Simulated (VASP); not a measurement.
# C in VASP: further runs, part 2 of 3

VASP 6.6.1. The steps go on from the part before.

**3. Single point, LDA**

This run uses another cell than the first one, of 5.67 Å³/atom.

File POSCAR:

```
C
1.0
    0.0000000000      1.7834000000      1.7834000000
    1.7834000000      0.0000000000      1.7834000000
    1.7834000000      1.7834000000      0.0000000000
C
2
Direct
    0.5000000000      0.5000000000      0.5000000000
    0.7500000000      0.7500000000      0.7500000000
```

File INCAR.step1:

```
PREC = Accurate
ENCUT = 520
EDIFF = 1E-7
ISMEAR = -1
SIGMA = 0.08
LREAL = False
LASPH = True
NELM = 100
ALGO = Normal
ISIF = 2
LWAVE = False
LCHARG = True
GGA = CA
NBANDS = 11
```

File KPOINTS.step1:

```
regular mesh
0
Gamma
  20 20 20
```

File INCAR.step2:

```
PREC = Accurate
ENCUT = 520
EDIFF = 1E-7
ISMEAR = -5
SIGMA = 0.08
LREAL = False
LASPH = True
NELM = 100
ALGO = Normal
ISIF = 2
LWAVE = False
LCHARG = False
GGA = CA
LORBIT = 10
NBANDS = 11
NEDOS = 2001
ICHARG = 11
```

File KPOINTS.step2:

```
regular mesh
0
Gamma
  30 30 30
```

Potentials or basis: VASP PAW LDA potentials, release 64 (C).

Command:

```
$ cat potpaw_LDA.64/C/POTCAR > POTCAR
$ cp INCAR.step1 INCAR
$ cp KPOINTS.step1 KPOINTS
$ mpirun -np 1 vasp_std > vasp.out
$ cp INCAR.step2 INCAR
$ cp KPOINTS.step2 KPOINTS
$ mpirun -np 1 vasp_std > vasp.out
```

OUTCAR:

```text
PREC = Accurate
   ENCUT = 520
   EDIFF = 1E-7
   ISMEAR = -5
   LREAL = False
   LASPH = True
   NELM = 100
   ISIF = 2
   GGA = CA
   LORBIT = 10
   ICHARG = 11

 ion  position               nearest neighbor table
   1  0.500  0.500  0.500-   2 1.54   2 1.54   2 1.54   2 1.54
   2  0.750  0.750  0.750-   1 1.54   1 1.54   1 1.54   1 1.54

  LATTYP: Found a face centered cubic cell.
 ALAT       =     3.5668000000

  Lattice vectors:

 A1 = (   0.0000000000,   1.7834000000,   1.7834000000)
 A2 = (   1.7834000000,   0.0000000000,   1.7834000000)
 A3 = (   1.7834000000,   1.7834000000,   0.0000000000)

Analysis of symmetry for initial positions (statically):
=====================================================================
 Subroutine PRICEL returns:
 Original cell was already a primitive cell.

 Routine SETGRP: Setting up the symmetry group for a
 face centered cubic supercell.

 Subroutine GETGRP returns: Found 48 space group operations
 (whereof 24 operations were pure point group operations)
 out of a pool of 48 trial point group operations.

The static configuration has the point symmetry T_d .
 The point group associated with its full space group is O_h .

Analysis of symmetry for dynamics (positions and initial velocities):
=====================================================================
 Subroutine PRICEL returns:
 Original cell was already a primitive cell.

 Routine SETGRP: Setting up the symmetry group for a
 face centered cubic supercell.

 Subroutine GETGRP returns: Found 48 space group operations
 (whereof 24 operations were pure point group operations)
 out of a pool of 48 trial point group operations.

The dynamic configuration has the point symmetry T_d .
 The point group associated with its full space group is O_h .

[... 124 lines left out ...]
   LORBIT       =     10    0 simple, 1 ext, 2 COOP (PROOUT), +10 PAW based schemes
   GGA     = CA    functional components
   LHFCALC =     F    Hartree Fock is set to
   AEXX    =    0.0000 exact exchange contribution
   IVDW    =     0    specifies the selected vdW correction
   LEPSILON=     F    determine dielectric tensor
   LRPA    =     F    only Hartree local field effects (RPA)
 non-spin polarized calculation
 Fermi weights with tetrahedron method with Bloechl corrections
  energy-cutoff  :      520.00
  volume of cell :       11.34
 maximum number of plane-waves:       322

 number of electron       7.9999999 magnetization

 Free energy of the ion-electron system (eV)
  ---------------------------------------------------
  ext. energy  EPLUGINS =         0.00000000
  ---------------------------------------------------
  free energy    TOTEN  =       -20.23521726 eV

  energy without entropy =      -20.23521726  energy(sigma->0) =      -20.23521726

 E-fermi :   9.7506     XC(G=0): -13.4994

 val. band max:        9.7230724844   @ k =   0.0000   0.0000   0.0000
 cond. band min:      13.8193064150   @ k =   0.3667   0.3667   0.0000
 fundamental gap:      4.0962339306
 Fermi energy:         9.7505891688

 k-point     1 :       0.0000    0.0000    0.0000
  band No.  band energies     occupation
      1     -11.5950      2.00000
      2       9.7231      2.00000
      3       9.7231      2.00000
      4       9.7231      2.00000
      5      15.2653      0.00000
      6      15.2653      0.00000
      7      15.2653      0.00000
      8      23.2785      0.00000
      9      28.7260      0.00000
     10      36.3526      0.00000
     11      36.3681      0.00000
[... 309 lines left out ...]
 k-point    24 :       0.2667    0.0333    0.0000
  band No.  band energies     occupation
      1      -9.7769      2.00000
      2       3.0143      2.00000
      3       7.6335      2.00000
      4       8.0795      2.00000
      5      17.1583      0.00000
      6      17.8655      0.00000
      7      18.0706      0.00000
      8      24.2307      0.00000
      9      30.1725      0.00000
     10      31.3000      0.00000
     11      32.8525      0.00000

 [... further k-points ...]
[... 5 lines left out ...]
  --------------------------------------------------------------------------------------
  -------------------------------------------------------------------------------------
  Total       -0.8250708     -0.8250708     -0.8250708     -0.0000000      0.0000000     -0.0000000
  in kB     -116.5267196   -116.5267196   -116.5267196     -0.0000000      0.0000000     -0.0000000
  external PRESSURE =    -116.5267196 kB  Pullay stress =       0.0000000 kB

 VOLUME and BASIS-vectors are now :
 -----------------------------------------------------------------------------
  energy-cutoff  :      520.00
  volume of cell :       11.34
      direct lattice vectors                 reciprocal lattice vectors
     0.000000000  1.783400000  1.783400000    -0.280363351  0.280363351  0.280363351
     1.783400000  0.000000000  1.783400000     0.280363351 -0.280363351  0.280363351
     1.783400000  1.783400000  0.000000000     0.280363351  0.280363351 -0.280363351

 POSITION                                       TOTAL-FORCE (eV/Angst)
 -----------------------------------------------------------------------------------
      1.78340      1.78340      1.78340         0.000000      0.000000      0.000000
      2.67510      2.67510      2.67510        -0.000000     -0.000000     -0.000000
 -----------------------------------------------------------------------------------
    total drift:                                0.000000     -0.000000      0.000000

  FREE ENERGIE OF THE ION-ELECTRON SYSTEM (eV)
  ---------------------------------------------------
  free  energy   TOTEN  =       -20.2352172557 eV

  energy  without entropy=      -20.2352172557  energy(sigma->0) =      -20.23521726

 total charge

# of ion       s       p       d       tot
------------------------------------------
    1        0.819   1.753   0.000   2.572
    2        0.819   1.753   0.000   2.572
--------------------------------------------------
tot          1.637   3.506   0.000   5.143
```

OUTCAR.step1:

```text
PREC = Accurate
   ENCUT = 520
   EDIFF = 1E-7
   ISMEAR = -1
   LREAL = False
[... 559 lines left out ...]
      1.78340      1.78340      1.78340        -0.000000     -0.000000     -0.000000
      2.67510      2.67510      2.67510         0.000000      0.000000      0.000000
 -----------------------------------------------------------------------------------
    total drift:                                0.000000     -0.000000      0.000000

  FREE ENERGIE OF THE ION-ELECTRON SYSTEM (eV)
  ---------------------------------------------------
  free  energy   TOTEN  =       -20.2352149683 eV

  energy  without entropy=      -20.2352149682  energy(sigma->0) =      -20.23521497
```

OSZICAR.step1:

```text
N       E                     dE             d eps       ncg     rms          rms(c)
DAV:   1    -0.101799850245E+01   -0.10180E+01   -0.47412E+03  5937   0.697E+02
DAV:   2    -0.206583087874E+02   -0.19640E+02   -0.19101E+02  7263   0.127E+02
DAV:   3    -0.210364024589E+02   -0.37809E+00   -0.37724E+00  6572   0.137E+01
DAV:   4    -0.210370965787E+02   -0.69412E-03   -0.69411E-03  6077   0.736E-01
DAV:   5    -0.210370975599E+02   -0.98122E-06   -0.98122E-06  6471   0.255E-02    0.569E+00
DAV:   6    -0.204429294805E+02    0.59417E+00   -0.31598E-01  5797   0.389E+00    0.330E+00
DAV:   7    -0.202353853429E+02    0.20754E+00   -0.37658E-01  6187   0.426E+00    0.715E-01
DAV:   8    -0.202352281820E+02    0.15716E-03   -0.93491E-03  5941   0.793E-01    0.286E-02
DAV:   9    -0.202352133428E+02    0.14839E-04   -0.35984E-05  6436   0.467E-02    0.206E-02
DAV:  10    -0.202352150434E+02   -0.17006E-05   -0.22239E-06  6151   0.122E-02    0.486E-03
DAV:  11    -0.202352149683E+02    0.75075E-07   -0.94468E-08  4805   0.232E-03
   1 F= -.20235215E+02 E0= -.20235215E+02  d E =-.107163E-09
```

It took 94 s on 1 thread of Intel Xeon 8259CL, shared host; peak memory 0.18 GiB.

What came out:

```yaml
Valence_electrons_inside_the_program's_atomic_spheres: C 2.57
```

Levels at points of the mesh, in eV from the valence-band top:
| k point | band 1 | band 2 | band 3 | band 4 | band 5 | band 6 | band 7 | band 8 | band 9 |
| --- | --- | --- | --- | --- | --- | --- | --- | --- | --- |
| (0.00, 0.00, 0.00) | -21.32 | 0.00 | 0.00 | 0.00 | 5.54 | 5.54 | 5.54 | 13.56 | 19.00 |
| (0.50, 0.00, 0.00) | -15.48 | -13.36 | -2.79 | -2.79 | 8.38 | 8.38 | 9.01 | 15.41 | 21.52 |
| (0.50, 0.50, 0.00) | -12.61 | -12.61 | -6.29 | -6.29 | 4.70 | 4.70 | 16.63 | 16.63 | 22.93 |

**4. Electric field gradients, LDA (zz strain of -3 %)**

File INCAR:

```
SYSTEM = C
PREC = Accurate ; ENCUT = 520
EDIFF = 1E-8 ; ISMEAR = -1
SIGMA = 0.08 ; LREAL = .False.
LASPH = .True. ; NELM = 60
ALGO = Normal ; ISIF = 2
LWAVE = .False. ; LCHARG = .False.
LEFG = .True. ; NBANDS = 11
```

File KPOINTS:

```
regular mesh
0
Gamma
  20 20 20
  0 0 0
```

File POSCAR:

```
C
1.0
    0.0000000000      1.7834000000      1.7298980000
    1.7834000000      0.0000000000      1.7298980000
    1.7834000000      1.7834000000      0.0000000000
C
2
Direct
    0.5000000000      0.5000000000      0.5000000000
    0.7500000000      0.7500000000      0.7500000000
```

Potentials or basis: VASP PAW LDA potentials, release 64 (C).

Command:

```
$ cat potpaw_LDA.64/C/POTCAR > POTCAR
$ mpirun -np 1 vasp_std > vasp.out
```

OUTCAR:

```text
SYSTEM = C
   PREC = Accurate
   ENCUT = 520
   EDIFF = 1E-8
   ISMEAR = -1
   LREAL = .False.
   LASPH = .True.
   NELM = 60
   ISIF = 2

 ion  position               nearest neighbor table
   1  0.500  0.500  0.500-   2 1.53   2 1.53   2 1.53   2 1.53
   2  0.750  0.750  0.750-   1 1.53   1 1.53   1 1.53   1 1.53

  LATTYP: Found a body centered tetragonal cell.
 ALAT       =     2.5221084671
 C/A-ratio  =     1.3717871555

  Lattice vectors:

 A1 = (   0.0000000000,  -1.7834000000,  -1.7298980000)
 A2 = (   0.0000000000,   1.7834000000,  -1.7298980000)
[... 549 lines left out ...]
  ---------------------------------------------------
  free  energy   TOTEN  =       -20.2252595610 eV

  energy  without entropy=      -20.2252595609  energy(sigma->0) =      -20.22525956

 Electric field gradients (V/A^2)
---------------------------------------------------------------------
 ion       V_xx      V_yy      V_zz      V_xy      V_xz      V_yz
---------------------------------------------------------------------
   1       0.567     0.567    -1.133     0.001    -0.001    -0.001
   2       0.567     0.567    -1.133     0.001    -0.001    -0.001
---------------------------------------------------------------------

 Electric field gradients after diagonalization (V/A^2)
 (convention: |V_zz| > |V_xx| > |V_yy|)
----------------------------------------------------------------------
 ion       V_xx      V_yy      V_zz     asymmetry (V_yy - V_xx)/ V_zz
----------------------------------------------------------------------
   1       0.568     0.565    -1.133       0.002
   2       0.568     0.565    -1.133       0.002
----------------------------------------------------------------------

           NMR quadrupolar parameters

 Cq : quadrupolar parameter    Cq=e*Q*V_zz/h
 eta: asymmetry parameters     (V_yy - V_xx)/ V_zz
 Q  : nuclear electric quadrupole moment in mb (millibarn)
----------------------------------------------------------------------
 ion       Cq(MHz)       eta       Q (mb)
----------------------------------------------------------------------
   1      -0.003       0.002       1.000
   2      -0.003       0.002       1.000
----------------------------------------------------------------------
```

It took 23 s on 1 thread of Intel Xeon 6975P-C (Granite Rapids), shared host; peak memory 0.16 GiB.

Results:

```yaml
Free_energy: -20.2253 eV
Pressure: 2.0 GPa
Band_gap_on_the_k_mesh: 3.39 eV (least direct gap 5.09 eV)
Largest_electric_field_gradient_by_atom: C -1.1 V/Å²
```

Electric field gradients, principal values (V/Å²):
```
atom  least  middle  greatest (by size)
 1 C  0.565   0.568              -1.133
 2 C  0.565   0.568              -1.133
```

Caveat: the cell differs from its parent crystal (zz strain of -3 %); without QUAD_EFG the Cq values of the log hold for a quadrupole moment of 1 mb, not for the nuclei. A k mesh can miss the band edges.

[end of part 2 of 3]
